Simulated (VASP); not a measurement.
# W (I4/mmm) in VASP: notebook

W is run at these levels: LDA; tasks: single point.

All numbers are computed with VASP 6.6.1; they aren't measurements. Logs are shortened: lines on timing, memory, paths and dates and some standing lists are left out, and cuts for length are marked.

### Step 1. The cell of the first run

It takes space group I4/mmm (No. 139, tetragonal). Conventional cell: a = 3.189 Å, b = 3.189 Å, c = 2.837 Å, α = 90.00°, β = 90.00°, γ = 90.00°. W (site symmetry 4/mmm) has 14 W at 2.66 to 3.19 Å within 3.5 Å.

### Step 2. Single point, LDA (14.42 Å³/atom)

INCAR

```
SYSTEM = W
PREC     = Accurate       ! precision mode
ENCUT    = 520            ! plane-wave cutoff, eV
EDIFF    = 1E-6           ! SCF threshold, eV
ISMEAR   = 0              ! smearing method
SIGMA    = 0.15           ! smearing width, eV
LREAL    = .False.        ! projectors in reciprocal space
LASPH    = .True.         ! aspherical terms in the spheres
NELM     = 100            ! most SCF steps
ALGO     = Fast           ! electronic algorithm
ISIF     = 2              ! what is computed and relaxed
LWAVE    = .False.        ! write WAVECAR
LCHARG   = .False.        ! write CHGCAR
NBANDS   = 13             ! bands
```

KPOINTS

```
regular mesh
0
Gamma
  22 22 22
  0 0 0
```

POSCAR

```
W
1.0
    0.0000000000      2.2546491215      1.4186252272
    2.2546491215      0.0000000000      1.4186252272
    2.2546491215      2.2546491215      0.0000000000
W
1
Direct
    0.0000000000      0.0000000000      0.0000000000
```

Potentials or basis: VASP PAW LDA potentials, release 64 (W_sv).

Run with:

```
$ cat potpaw_LDA.64/W_sv/POTCAR > POTCAR
$ mpirun -np 1 vasp_std > vasp.out
```

OUTCAR:

```text
SYSTEM = W
   PREC = Accurate
   ENCUT = 520
   EDIFF = 1E-6
   ISMEAR = 0
   LREAL = .False.
   LASPH = .True.
   NELM = 100
   ISIF = 2

 ion  position               nearest neighbor table
   1  0.000  0.000  0.000-

  LATTYP: Found a body centered tetragonal cell.
 ALAT       =     3.1885553660
 C/A-ratio  =     0.8898231734

  Lattice vectors:

 A1 = (   0.0000000000,  -2.2546491215,  -1.4186252272)
 A2 = (   0.0000000000,   2.2546491215,  -1.4186252272)
 A3 = (   2.2546491215,   0.0000000000,   1.4186252272)

Analysis of symmetry for initial positions (statically):
=====================================================================
 Subroutine PRICEL returns:
 Original cell was already a primitive cell.

 Routine SETGRP: Setting up the symmetry group for a
 body centered tetragonal supercell.

 Subroutine GETGRP returns: Found 16 space group operations
 (whereof 16 operations were pure point group operations)
 out of a pool of 16 trial point group operations.

The static configuration has the point symmetry D_4h.

Analysis of symmetry for dynamics (positions and initial velocities):
=====================================================================
 Subroutine PRICEL returns:
 Original cell was already a primitive cell.

 Routine SETGRP: Setting up the symmetry group for a
 body centered tetragonal supercell.

 Subroutine GETGRP returns: Found 16 space group operations
 (whereof 16 operations were pure point group operations)
 out of a pool of 16 trial point group operations.

The dynamic configuration has the point symmetry D_4h.

 Subroutine INISYM returns: Found 16 space group operations
 (whereof 16 operations are pure point group operations),
 and found     1 'primitive' translations

----------------------------------------------------------------------------------------

                                     Primitive cell

  volume of cell :      14.4230

  direct lattice vectors                    reciprocal lattice vectors
     0.000000000  2.254649121  1.418625227    -0.221763997  0.221763997  0.352453904
     2.254649121  0.000000000  1.418625227     0.221763997 -0.221763997  0.352453904
     2.254649121  2.254649121  0.000000000     0.221763997  0.221763997 -0.352453904

  length of vectors
     2.663820601  2.663820601  3.188555366     0.471786281  0.471786281  0.471786281

  position of ions in fractional coordinates (direct lattice)
     0.000000000  0.000000000  0.000000000

  ion indices of the primitive-cell ions
   primitive index   ion index
                 1           1

----------------------------------------------------------------------------------------

 KPOINTS: regular mesh

Automatic generation of k-mesh.
 Grid dimensions read from file:
 generate k-points for:   22   22   22

 Generating k-lattice:

  Cartesian coordinates                     Fractional coordinates (reciprocal lattice)
    -0.010080182  0.010080182  0.016020632     0.045454545  0.000000000  0.000000000
     0.010080182 -0.010080182  0.016020632     0.000000000  0.045454545  0.000000000
     0.010080182  0.010080182 -0.016020632    -0.000000000 -0.000000000  0.045454545

  Length of vectors
     0.021444831  0.021444831  0.021444831

  Shift w.r.t. Gamma in fractional coordinates (k-lattice)
     0.000000000  0.000000000  0.000000000

 Subroutine IBZKPT returns following result:
 ===========================================

 Found    834 irreducible k-points:

 Following reciprocal coordinates:
            Coordinates               Weight
  0.000000  0.000000  0.000000      1.000000
  0.045455 -0.000000  0.000000      8.000000
  0.090909 -0.000000  0.000000      8.000000
  0.136364 -0.000000  0.000000      8.000000
  0.181818 -0.000000  0.000000      8.000000
  0.227273 -0.000000  0.000000      8.000000
[... 16 lines left out ...]
  0.500000  0.045455  0.000000      8.000000
 -0.454545  0.045455  0.000000      8.000000
 [... further k-points ...]
   k-points           NKPTS =    834   k-points in BZ     NKDIM =    834   number of bands    NBANDS=     13
   number of dos      NEDOS =    301   number of ions     NIONS =      1
   total plane-waves  NPLWV =   9600
   dimension x,y,z NGX =    20 NGY =   20 NGZ =   24
   dimension x,y,z NGXF=    40 NGYF=   40 NGZF=   48
   ions per type =               1
   NGX,Y,Z   is equivalent  to a cutoff of  12.48, 12.48, 12.51 a.u.
   NGXF,Y,Z  is equivalent  to a cutoff of  24.96, 24.96, 25.03 a.u.
 SYSTEM =  W
   PREC   = accura    normal or accurate (medium, high low for compatibility)
   ISTART =      0    job   : 0-new  1-cont  2-samecut
   ICHARG =      2    charge: 1-file 2-atom 10-const
   ISPIN  =      1    spin polarized calculation?
   LNONCOLLINEAR =      F non collinear calculations
   LSORBIT =      F    spin-orbit coupling
   LASPH  =      T    aspherical Exc in radial PAW
   ENCUT  =  520.0 eV  38.22 Ry    6.18 a.u.   4.95  4.95  5.93*2*pi/ulx,y,z
   NELM   =    100;   NELMIN=  2; NELMDL= -5     # of ELM steps
   EDIFF  = 0.1E-05   stopping-criterion for ELM
   LREAL  =      F    real-space projection
   EDIFFG = 0.1E-04   stopping-criterion for IOM
   NSW    =      0    number of steps for IOM
   IBRION =     -1    ionic relax: 0-MD 1-quasi-New 2-CG
   NFREE  =      0    steps in history (QN), initial steepest desc. (CG)
   ISIF   =      2    stress and relaxation
   ISYM   =      2    0-nonsym 1-usesym 2-fastsym
   POTIM  = 0.5000    time-step for ionic-motion
   TEBEG  =    0.0;   TEEND  =   0.0 temperature during run
   PSTRESS=    0.0 pullay stress
   NELECT =      14.0000    total number of electrons
   NUPDOWN=      -1.0000    fix difference up-down
   EMIN   =  10.00;   EMAX   =-10.00  energy-range for DOS
   EFERMI =   0.00;   METHOD = LEGACY
   ISMEAR =     0;   SIGMA  =   0.15  broadening in eV -4-tet -1-fermi 0-gaus
   EFERMI_NEDOS =   21; number of points for ismear=-14 and -15
   IALGO  =     68    algorithm
   IMIX   =      4    mixing-type and parameters
     AMIX     =   0.40;   BMIX     =  1.00
     AMIX_MAG =   1.60;   BMIX_MAG =  1.00
  volume/ion in A,a.u.               =      14.42        97.33
  Fermi-wavevector in a.u.,A,eV,Ry     =   1.620935  3.063123 35.748366  2.627431
  Thomas-Fermi vector in A             =   2.714793
   LORBIT       =      0    0 simple, 1 ext, 2 COOP (PROOUT), +10 PAW based schemes
   GGA     = CA    functional components
   LHFCALC =     F    Hartree Fock is set to
   AEXX    =    0.0000 exact exchange contribution
   IVDW    =     0    specifies the selected vdW correction
   LEPSILON=     F    determine dielectric tensor
   LRPA    =     F    only Hartree local field effects (RPA)
 non-spin polarized calculation
 RMM-DIIS sequential band-by-band and
 Gauss-broadening in eV      SIGMA  =   0.15
  energy-cutoff  :      520.00
  volume of cell :       14.42
 maximum number of plane-waves:       404
   NGX =  9   NGY =  9   NGZ = 11

 number of electron      14.0000002 magnetization

 Free energy of the ion-electron system (eV)
  ---------------------------------------------------
  ext. energy  EPLUGINS =         0.00000000
  ---------------------------------------------------
  free energy    TOTEN  =       -13.85020010 eV

  energy without entropy =      -13.84379457  energy(sigma->0) =      -13.84699733

 E-fermi :  12.7560     XC(G=0): -14.3622

 val. band max:       12.7504734287   @ k =  -0.4545   0.0000   0.1364
 cond. band min:      12.7586483616   @ k =  -0.3636   0.3636   0.0909
 fundamental gap:      0.0081749329
 Fermi energy:        12.7560491868

 k-point     1 :       0.0000    0.0000    0.0000
  band No.  band energies     occupation
      1     -60.8804      2.00000
      2     -24.5520      2.00000
      3     -24.5520      2.00000
      4     -24.4418      2.00000
      5       2.7114      2.00000
      6      10.2406      2.00000
      7      12.1063      2.00000
      8      12.1063      2.00000
      9      13.7604      0.00000
     10      16.2619      0.00000
     11      26.8797      0.00000
     12      26.8797      0.00000
     13      29.4090      0.00000

 k-point     2 :       0.0455   -0.0000    0.0000
  band No.  band energies     occupation
      1     -60.8759      2.00000
      2     -24.5732      2.00000
      3     -24.5645      2.00000
      4     -24.4637      2.00000
      5       2.8315      2.00000
      6      10.2734      2.00000
      7      12.0637      2.00000
      8      12.0947      2.00000
      9      13.7740      0.00000
     10      16.1482      0.00000
     11      27.0947      0.00000
     12      27.1178      0.00000
     13      29.5447      0.00000

 k-point     3 :       0.0909   -0.0000    0.0000
  band No.  band energies     occupation
      1     -60.8629      2.00000
      2     -24.6640      2.00000
      3     -24.6010      2.00000
      4     -24.4974      2.00000
      5       3.1813      2.00000
      6      10.3148      2.00000
      7      11.9101      2.00000
      8      12.1321      2.00000
      9      13.8460      0.00000
     10      15.8754      0.00000
     11      27.7217      0.00000
     12      27.7295      0.00000
     13      29.9153      0.00000
[... 305 lines left out ...]
 k-point    23 :       0.5000    0.0455    0.0000
  band No.  band energies     occupation
      1     -60.6544      2.00000
      2     -26.2728      2.00000
      3     -25.1569      2.00000
      4     -24.6548      2.00000
      5       5.9515      2.00000
      6       8.2881      2.00000
      7      13.6999      0.00000
      8      15.1419      0.00000
      9      17.8999      0.00000
     10      19.6556      0.00000
     11      24.8828      0.00000
     12      25.8850      0.00000
     13      29.8246      0.00000

 k-point    24 :      -0.4545    0.0455    0.0000
  band No.  band energies     occupation
      1     -60.6603      2.00000
      2     -26.2308      2.00000
      3     -25.1476      2.00000
      4     -24.6464      2.00000
      5       5.9901      2.00000
      6       8.3518      2.00000
      7      13.5554      0.00000
      8      14.9823      0.00000
      9      17.5017      0.00000
     10      19.3526      0.00000
     11      24.8482      0.00000
     12      26.7690      0.00000
     13      30.2563      0.00000

 [... further k-points ...]

------------------------ aborting loop because EDIFF is reached ----------------------------------------

  FORCE on cell =-STRESS in cart. coord.  units (eV):
  Direction    XX          YY          ZZ          XY          YZ          ZX
  --------------------------------------------------------------------------------------
  -------------------------------------------------------------------------------------
  Total        1.3808917      1.3808917      5.5246706      0.0000000      0.0000000      0.0000000
  in kB      153.3962039    153.3962039    613.7074083      0.0000000      0.0000000      0.0000000
  external PRESSURE =     306.8332720 kB  Pullay stress =       0.0000000 kB

 VOLUME and BASIS-vectors are now :
 -----------------------------------------------------------------------------
  energy-cutoff  :      520.00
  volume of cell :       14.42
      direct lattice vectors                 reciprocal lattice vectors
     0.000000000  2.254649121  1.418625227    -0.221763997  0.221763997  0.352453904
     2.254649121  0.000000000  1.418625227     0.221763997 -0.221763997  0.352453904
     2.254649121  2.254649121  0.000000000     0.221763997  0.221763997 -0.352453904

 POSITION                                       TOTAL-FORCE (eV/Angst)
 -----------------------------------------------------------------------------------
      0.00000      0.00000      0.00000        -0.000000      0.000000      0.000000
 -----------------------------------------------------------------------------------
    total drift:                               -0.000000      0.000000      0.000000

  FREE ENERGIE OF THE ION-ELECTRON SYSTEM (eV)
  ---------------------------------------------------
  free  energy   TOTEN  =       -13.8502001015 eV

  energy  without entropy=      -13.8437945672  energy(sigma->0) =      -13.84699733
```

It took 3.4 min on 1 thread of Intel Xeon 8259CL, shared host; peak memory 0.25 GiB.

Results:

- Free energy: -13.8502 eV
- Pressure: 30.7 GPa
- Band gap on the k mesh: zero (bands 7 and 8 overlap by 7.29 eV)

Caveat: the stress differs along the axes, from 15 to 61 GPa; spin-orbit coupling is left out, which moves the levels of the heavy elements.

### Step 3. Single point, LDA (14.42 Å³/atom)

INCAR, as its differences from that of step 2:

```diff
@@ -8,3 +8,3 @@
 LASPH    = .True.         ! aspherical terms in the spheres
-NELM     = 100            ! most SCF steps
+NELM     = 60             ! most SCF steps
 ALGO     = Fast           ! electronic algorithm
@@ -13,2 +13,3 @@
 LCHARG   = .False.        ! write CHGCAR
+GGA      = CA             ! functional
 NBANDS   = 13             ! bands
```

KPOINTS

```
Automatic mesh
0
Gamma
  22 22 22
  0 0 0
```

POSCAR

```
W
1.0
    0.0000000000      1.9654612271      1.8667950735
    1.9654612271      0.0000000000      1.8667950735
    1.9654612271      1.9654612271      0.0000000000
W
1
Direct
    0.0000000000      0.0000000000      0.0000000000
```

Potentials or basis: VASP PAW LDA potentials, release 64 (W_sv).

Run with:

```
$ cat potpaw_LDA.64/W_sv/POTCAR > POTCAR
$ mpirun -np 1 vasp_std > vasp.out
```

Wall time 3.5 min (1 thread of Intel Xeon 8259CL, shared host); peak memory 0.25 GiB.

It converged, with:

```
Free energy            : -13.5163 eV
Pressure               : 33.3 GPa
Band gap on the k mesh : zero (bands 7 and 8 overlap by 5.48 eV)
```

Stress tensor (GPa, compression positive):
```
38.94  0.00  0.00
 0.00 38.94  0.00
 0.00  0.00 22.01
```

Levels at points of the mesh, in eV from the Fermi level:
| k point | band 4 | band 5 | band 6 | band 7 | band 8 | band 9 | band 10 | band 11 |
| --- | --- | --- | --- | --- | --- | --- | --- | --- |
| (0.00, 0.00, 0.00) | -36.74 | -9.63 | -1.09 | -1.09 | -0.34 | 2.25 | 3.38 | 12.96 |
| (0.50, 0.00, 0.00) | -36.93 | -6.40 | -1.60 | -0.69 | 1.21 | 5.57 | 6.17 | 12.34 |
| (0.50, 0.50, 0.00) | -37.52 | -6.54 | -5.61 | 4.74 | 5.78 | 6.81 | 6.81 | 12.39 |
| (0.50, 0.00, 0.50) | -37.28 | -6.54 | -5.40 | 3.60 | 5.77 | 6.30 | 7.21 | 12.64 |

Caveat: the stress differs along the axes, from 22 to 39 GPa; spin-orbit coupling is left out, which moves the levels of the heavy elements.

[end of part 1 of 2]
